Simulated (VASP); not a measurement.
The system is Ga2Te2O.

```xyz
10
Lattice="4.1000 0.0000 0.0000 -2.0500 3.5507 0.0000 0.0000 0.0000 18.6000" Properties=species:S:1:pos:R:3 pbc="T T T"
Ga    2.0500    1.1836   15.7542
Ga    2.0500    1.1836   12.1458
Ga    0.0000    2.3671    6.4542
Ga    0.0000    2.3671    2.8458
Te    0.0000    2.3671   11.0484
Te    0.0000    2.3671   16.8516
Te    2.0500    1.1836    1.7484
Te    2.0500    1.1836    7.5516
O     2.0500    1.1836   13.9500
O     0.0000    2.3671    4.6500
```

* Program: VASP 6.6.1
* Task: relaxation of cell and atoms
* Functional: PBE
* Potentials or basis: VASP PAW PBE potentials, release 64 (Ga_d, Te, O)
* Cutoff: 600 eV
* k mesh: 3 × 3 × 1
* Occupations: gaussian, width 0.15 eV
* Spin: no spin polarisation

At the start: pressure 3.6 GPa; volume 27.08 Å³/atom.

Task: How do energy, volume and symmetry change on relaxing?

Result: Over 7 steps the energy falls by 44.8 meV/atom and the volume is 29.26 Å³/atom (+8.1 %); space group P6_3/mmc (No. 194, to 0.1 Å) before and after.

Step by step:
```csv
step,energy change (eV),largest force (eV/Å),pressure (GPa),volume (Å³)
1,0.0000,1.4432,3.55,270.78
2,-0.3428,1.1317,0.48,294.82
3,-0.4210,0.3029,1.14,287.21
4,-0.4164,0.4992,-1.03,297.26
5,-0.4456,0.1028,0.05,291.93
6,-0.4456,0.0949,0.09,291.84
7,-0.4476,0.0758,0.02,292.60
```

Final structure:
```yaml
crystal:
  lattice:
    - [4.23832, 0.00000, 0.00000]
    - [-2.11916, 3.67049, 0.00000]
    - [0.00000, 0.00000, 18.80885]
  atoms:
    - { symbol: Ga, position: [0.66667, 0.33333, 0.84443] }
    - { symbol: Ga, position: [0.66667, 0.33333, 0.65557] }
    - { symbol: Ga, position: [0.33333, 0.66667, 0.34443] }
    - { symbol: Ga, position: [0.33333, 0.66667, 0.15557] }
    - { symbol: Te, position: [0.33333, 0.66667, 0.59273] }
    - { symbol: Te, position: [0.33333, 0.66667, 0.90727] }
    - { symbol: Te, position: [0.66667, 0.33333, 0.09273] }
    - { symbol: Te, position: [0.66667, 0.33333, 0.40727] }
    - { symbol: O, position: [0.66667, 0.33333, 0.75000] }
    - { symbol: O, position: [0.33333, 0.66667, 0.25000] }
```

Caveat: the k points lie up to 0.57 Å⁻¹ apart in the final cell; this functional lacks dispersion, which binds the layers, so the pressure and a relaxed spacing across them are unreliable; the relaxation stopped at a loose force limit of 0.08 eV/Å, so its end isn't a converged minimum.
